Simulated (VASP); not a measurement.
# Rb (I4/mmm) in VASP: notebook

Rb is run at these levels: PBEsol; tasks: single point.

Program: VASP 6.6.1. These are calculated values, not measurements. Logs are shortened: lines on timing, memory, paths and dates and some standing lists are left out, and cuts for length are marked.

### Step 1. The cell of the first run

The structure is tetragonal, space group I4/mmm (No. 139). The conventional cell has a = 5.516 Å, b = 5.516 Å, c = 5.795 Å, α = 90.00°, β = 90.00°, γ = 90.00°.

### Step 2. Single point, PBEsol (uniaxial strain along c: +4.0 %)

Input file INCAR:

```
SYSTEM = Rb
PREC = Accurate
ENCUT = 520
EDIFF = 1E-6
ISMEAR = 0
SIGMA = 0.1
LREAL = .False.
LASPH = .True.
NELM = 100
ALGO = Fast
ISIF = 2
LWAVE = .False.
LCHARG = .False.
GGA = PS
NBANDS = 16
```

Input file KPOINTS:

```
regular mesh
0
Gamma
  10 10 10
  0 0 0
```

Input file POSCAR:

```
Rb
1.0
    5.5161296420      0.0000000000      0.0000000000
    0.0000000000      5.5161296420      0.0000000000
    0.0000000000      0.0000000000      5.7947220481
Rb
2
Direct
    0.0000000000      0.0000000000      0.0000000000
    0.5000000000      0.5000000000      0.5000000000
```

Potentials or basis: VASP PAW PBE potentials, release 64 (Rb_sv).

Launch:

```
$ cat potpaw_PBE.64/Rb_sv/POTCAR > POTCAR
$ mpirun -np 1 vasp_std > vasp.out
```

OUTCAR:

```text
SYSTEM = Rb
   PREC = Accurate
   ENCUT = 520
   EDIFF = 1E-6
   ISMEAR = 0
   LREAL = .False.
   LASPH = .True.
   NELM = 100
   ISIF = 2
   GGA = PS

 ion  position               nearest neighbor table
   1  0.000  0.000  0.000-   2 4.86   2 4.86   2 4.86   2 4.86   2 4.86   2 4.86   2 4.86   2 4.86

   2  0.500  0.500  0.500-   1 4.86   1 4.86   1 4.86   1 4.86   1 4.86   1 4.86   1 4.86   1 4.86

  LATTYP: Found a simple tetragonal cell.
 ALAT       =     5.5161296420
 C/A-ratio  =     1.0505050505

  Lattice vectors:

 A1 = (   5.5161296420,   0.0000000000,   0.0000000000)
 A2 = (   0.0000000000,   5.5161296420,   0.0000000000)
 A3 = (   0.0000000000,   0.0000000000,   5.7947220481)

Analysis of symmetry for initial positions (statically):
=====================================================================
 Subroutine PRICEL returns following result:

  LATTYP: Found a body centered tetragonal cell.
 ALAT       =     5.5161296420
 C/A-ratio  =     1.0505050505

  Lattice vectors:

 A1 = (  -2.7580648210,  -2.7580648210,  -2.8973610241)
 A2 = (   2.7580648210,   2.7580648210,  -2.8973610240)
 A3 = (   2.7580648210,  -2.7580648210,   2.8973610241)

   2 primitive cells build up your supercell.

 Routine SETGRP: Setting up the symmetry group for a
 simple tetragonal supercell.

 Subroutine GETGRP returns: Found 16 space group operations
 (whereof 16 operations were pure point group operations)
 out of a pool of 16 trial point group operations.

The static configuration has the point symmetry D_4h.

Analysis of symmetry for dynamics (positions and initial velocities):
=====================================================================
 Subroutine PRICEL returns following result:

  LATTYP: Found a body centered tetragonal cell.
 ALAT       =     5.5161296420
 C/A-ratio  =     1.0505050505

  Lattice vectors:

 A1 = (  -2.7580648210,  -2.7580648210,  -2.8973610241)
 A2 = (   2.7580648210,   2.7580648210,  -2.8973610240)
 A3 = (   2.7580648210,  -2.7580648210,   2.8973610241)

   2 primitive cells build up your supercell.

 Routine SETGRP: Setting up the symmetry group for a
 simple tetragonal supercell.

 Subroutine GETGRP returns: Found 16 space group operations
 (whereof 16 operations were pure point group operations)
 out of a pool of 16 trial point group operations.

The dynamic configuration has the point symmetry D_4h.

 Subroutine INISYM returns: Found 16 space group operations
 (whereof 16 operations are pure point group operations),
 and found     2 'primitive' translations

----------------------------------------------------------------------------------------

                                     Primitive cell

  volume of cell :      88.1600

  direct lattice vectors                    reciprocal lattice vectors
    -2.758064821 -2.758064821 -2.897361024     0.000000000 -0.181286530 -0.172570831
     2.758064821  2.758064821 -2.897361024     0.181286530  0.000000000 -0.172570831
     2.758064821 -2.758064821  2.897361024     0.181286530 -0.181286530  0.000000000

  length of vectors
     4.858862420  4.858862420  4.858862420     0.250290826  0.250290826  0.256377869

  position of ions in fractional coordinates (direct lattice)
     0.000000000  0.000000000  0.000000000

  ion indices of the primitive-cell ions
   primitive index   ion index
                 1           1

----------------------------------------------------------------------------------------

 KPOINTS: regular mesh

Automatic generation of k-mesh.
 Grid dimensions read from file:
 generate k-points for:   10   10   10

 Generating k-lattice:

  Cartesian coordinates                     Fractional coordinates (reciprocal lattice)
     0.018128653  0.000000000  0.000000000     0.100000000  0.000000000  0.000000000
     0.000000000  0.018128653  0.000000000     0.000000000  0.100000000  0.000000000
     0.000000000  0.000000000  0.017257083     0.000000000  0.000000000  0.100000000

  Length of vectors
     0.018128653  0.018128653  0.017257083

  Shift w.r.t. Gamma in fractional coordinates (k-lattice)
     0.000000000  0.000000000  0.000000000

 Subroutine IBZKPT returns following result:
 ===========================================

 Found    126 irreducible k-points:

 Following reciprocal coordinates:
            Coordinates               Weight
  0.000000  0.000000  0.000000      1.000000
  0.100000  0.000000  0.000000      4.000000
  0.200000  0.000000  0.000000      4.000000
  0.300000  0.000000  0.000000      4.000000
  0.400000  0.000000  0.000000      4.000000
  0.500000  0.000000  0.000000      2.000000
[... 16 lines left out ...]
  0.100000  0.000000  0.100000      8.000000
  0.200000  0.000000  0.100000      8.000000
 [... further k-points ...]
   k-points           NKPTS =    126   k-points in BZ     NKDIM =    126   number of bands    NBANDS=     16
   number of dos      NEDOS =    301   number of ions     NIONS =      2
   total plane-waves  NPLWV =  84672
   dimension x,y,z NGX =    42 NGY =   42 NGZ =   48
   dimension x,y,z NGXF=    84 NGYF=   84 NGZF=   96
   ions per type =               2
   NGX,Y,Z   is equivalent  to a cutoff of  12.66, 12.66, 13.77 a.u.
   NGXF,Y,Z  is equivalent  to a cutoff of  25.32, 25.32, 27.54 a.u.
 SYSTEM =  Rb
   PREC   = accura    normal or accurate (medium, high low for compatibility)
   ISTART =      0    job   : 0-new  1-cont  2-samecut
   ICHARG =      2    charge: 1-file 2-atom 10-const
   ISPIN  =      1    spin polarized calculation?
   LNONCOLLINEAR =      F non collinear calculations
   LSORBIT =      F    spin-orbit coupling
   LASPH  =      T    aspherical Exc in radial PAW
   ENCUT  =  520.0 eV  38.22 Ry    6.18 a.u.  10.26 10.26 10.77*2*pi/ulx,y,z
   NELM   =    100;   NELMIN=  2; NELMDL= -5     # of ELM steps
   EDIFF  = 0.1E-05   stopping-criterion for ELM
   LREAL  =      F    real-space projection
   EDIFFG = 0.1E-04   stopping-criterion for IOM
   NSW    =      0    number of steps for IOM
   IBRION =     -1    ionic relax: 0-MD 1-quasi-New 2-CG
   NFREE  =      0    steps in history (QN), initial steepest desc. (CG)
   ISIF   =      2    stress and relaxation
   ISYM   =      2    0-nonsym 1-usesym 2-fastsym
   POTIM  = 0.5000    time-step for ionic-motion
   TEBEG  =    0.0;   TEEND  =   0.0 temperature during run
   PSTRESS=    0.0 pullay stress
   NELECT =      18.0000    total number of electrons
   NUPDOWN=      -1.0000    fix difference up-down
   EMIN   =  10.00;   EMAX   =-10.00  energy-range for DOS
   EFERMI =   0.00;   METHOD = LEGACY
   ISMEAR =     0;   SIGMA  =   0.10  broadening in eV -4-tet -1-fermi 0-gaus
   EFERMI_NEDOS =   21; number of points for ismear=-14 and -15
   IALGO  =     68    algorithm
   IMIX   =      4    mixing-type and parameters
     AMIX     =   0.40;   BMIX     =  1.00
     AMIX_MAG =   1.60;   BMIX_MAG =  1.00
  volume/ion in A,a.u.               =      88.16       594.93
  Fermi-wavevector in a.u.,A,eV,Ry     =   0.765124  1.445875  7.965051  0.585415
  Thomas-Fermi vector in A             =   1.865176
   LORBIT       =      0    0 simple, 1 ext, 2 COOP (PROOUT), +10 PAW based schemes
   GGA     = PS    functional components
   LHFCALC =     F    Hartree Fock is set to
   AEXX    =    0.0000 exact exchange contribution
   IVDW    =     0    specifies the selected vdW correction
   LEPSILON=     F    determine dielectric tensor
   LRPA    =     F    only Hartree local field effects (RPA)
 non-spin polarized calculation
 RMM-DIIS sequential band-by-band and
 Gauss-broadening in eV      SIGMA  =   0.10
  energy-cutoff  :      520.00
  volume of cell :      176.32
 maximum number of plane-waves:      4812
 NGX is ok and might be reduce to    42
   NGX = 21   NGY = 21   NGZ = 21

 number of electron      18.0000000 magnetization

 Free energy of the ion-electron system (eV)
  ---------------------------------------------------
  ext. energy  EPLUGINS =         0.00000000
  ---------------------------------------------------
  free energy    TOTEN  =        -2.05252896 eV

  energy without entropy =       -2.04340907  energy(sigma->0) =       -2.04796902

 E-fermi :   0.0273     XC(G=0):  -5.6003

 val. band max:        0.0228330735   @ k =   0.4000   0.0000   0.1000
 cond. band min:       0.0280562691   @ k =   0.4000   0.1000   0.0000
 fundamental gap:      0.0052231956
 Fermi energy:         0.0273403168

 k-point     1 :       0.0000    0.0000    0.0000
  band No.  band energies     occupation
      1     -28.8235      2.00000
      2     -28.8148      2.00000
      3     -12.9506      2.00000
      4     -12.9403      2.00000
      5     -12.9403      2.00000
      6     -12.8672      2.00000
[... 8 lines left out ...]
     15       3.6513      0.00000
     16       3.6519      0.00000

 k-point     2 :       0.1000    0.0000    0.0000
  band No.  band energies     occupation
      1     -28.8233      2.00000
      2     -28.8150      2.00000
      3     -12.9484      2.00000
      4     -12.9405      2.00000
      5     -12.9383      2.00000
      6     -12.8711      2.00000
[... 8 lines left out ...]
     15       3.5687      0.00000
     16       3.7163      0.00000

 k-point     3 :       0.2000    0.0000    0.0000
  band No.  band energies     occupation
      1     -28.8226      2.00000
      2     -28.8155      2.00000
      3     -12.9421      2.00000
      4     -12.9405      2.00000
      5     -12.9328      2.00000
      6     -12.8816      2.00000
[... 8 lines left out ...]
     15       3.3741      0.00000
     16       3.6520      0.00000

 k-point     4 :       0.3000    0.0000    0.0000
  band No.  band energies     occupation
      1     -28.8215      2.00000
      2     -28.8164      2.00000
      3     -12.9389      2.00000
      4     -12.9324      2.00000
      5     -12.9243      2.00000
      6     -12.8963      2.00000
[... 8 lines left out ...]
     15       3.3821      0.00000
     16       3.4400      0.00000

 k-point     5 :       0.4000    0.0000    0.0000
  band No.  band energies     occupation
      1     -28.8202      2.00000
      2     -28.8175      2.00000
      3     -12.9340      2.00000
      4     -12.9203      2.00000
      5     -12.9137      2.00000
      6     -12.9116      2.00000
[... 8 lines left out ...]
     15       3.1958      0.00000
     16       3.2856      0.00000

 k-point     6 :       0.5000    0.0000    0.0000
  band No.  band energies     occupation
      1     -28.8188      2.00000
      2     -28.8188      2.00000
      3     -12.9248      2.00000
      4     -12.9248      2.00000
      5     -12.9073      2.00000
      6     -12.9073      2.00000
[... 8 lines left out ...]
     15       3.2029      0.00000
     16       3.2029      0.00000
[... 267 lines left out ...]
 k-point    21 :       0.5000    0.5000    0.0000
  band No.  band energies     occupation
      1     -28.8185      2.00000
      2     -28.8185      2.00000
      3     -12.9738      2.00000
      4     -12.9738      2.00000
      5     -12.9054      2.00000
      6     -12.9054      2.00000
[... 8 lines left out ...]
     15       4.4679      0.00000
     16       4.4682      0.00000

 k-point    22 :       0.0000    0.0000    0.1000
  band No.  band energies     occupation
      1     -28.8233      2.00000
      2     -28.8150      2.00000
      3     -12.9497      2.00000
      4     -12.9384      2.00000
      5     -12.9384      2.00000
      6     -12.8702      2.00000
[... 8 lines left out ...]
     15       3.6015      0.00000
     16       3.6026      0.00000

 k-point    23 :       0.1000    0.0000    0.1000
  band No.  band energies     occupation
      1     -28.8231      2.00000
      2     -28.8152      2.00000
      3     -12.9500      2.00000
      4     -12.9366      2.00000
      5     -12.9364      2.00000
      6     -12.8777      2.00000
[... 8 lines left out ...]
     15       3.5094      0.00000
     16       3.5810      0.00000

 k-point    24 :       0.2000    0.0000    0.1000
  band No.  band energies     occupation
      1     -28.8224      2.00000
      2     -28.8157      2.00000
      3     -12.9501      2.00000
      4     -12.9313      2.00000
      5     -12.9304      2.00000
      6     -12.8906      2.00000
[... 8 lines left out ...]
     15       3.4786      0.00000
     16       3.5663      0.00000

 [... further k-points ...]

------------------------ aborting loop because EDIFF is reached ----------------------------------------

  FORCE on cell =-STRESS in cart. coord.  units (eV):
  Direction    XX          YY          ZZ          XY          YZ          ZX
  --------------------------------------------------------------------------------------
  -------------------------------------------------------------------------------------
  Total       -0.0691370     -0.0691370     -0.0522409      0.0000000     -0.0000000     -0.0000000
  in kB       -0.6282309     -0.6282309     -0.4747009      0.0000000     -0.0000000     -0.0000000
  external PRESSURE =      -0.5770542 kB  Pullay stress =       0.0000000 kB

 VOLUME and BASIS-vectors are now :
 -----------------------------------------------------------------------------
  energy-cutoff  :      520.00
  volume of cell :      176.32
      direct lattice vectors                 reciprocal lattice vectors
     5.516129642  0.000000000  0.000000000     0.181286530  0.000000000  0.000000000
     0.000000000  5.516129642  0.000000000     0.000000000  0.181286530  0.000000000
     0.000000000  0.000000000  5.794722048     0.000000000  0.000000000  0.172570831

 POSITION                                       TOTAL-FORCE (eV/Angst)
 -----------------------------------------------------------------------------------
      0.00000      0.00000      0.00000         0.000000     -0.000000     -0.000000
      2.75806      2.75806      2.89736         0.000000      0.000000      0.000000
 -----------------------------------------------------------------------------------
    total drift:                                0.000000     -0.000000     -0.000000

  FREE ENERGIE OF THE ION-ELECTRON SYSTEM (eV)
  ---------------------------------------------------
  free  energy   TOTEN  =        -2.0525289630 eV

  energy  without entropy=       -2.0434090701  energy(sigma->0) =       -2.04796902
```

It took 3.6 min on 1 thread of Intel Xeon Platinum 8488C (Sapphire Rapids), shared host; peak memory 0.45 GiB.

Results:

| Item | Value |
| --- | --- |
| Free energy | -2.0525 eV |
| Pressure | -0.1 GPa |
| Band gap on the k mesh | zero (band 9 reaches 1.29 eV, above the bottom of band 10 at -0.68 eV) |

Caveat: the cell differs from its parent crystal (uniaxial strain along c: +4.0 %); the PAW data sets were made with another functional, which shifts forces and pressure a little.

[end of part 1 of 2]
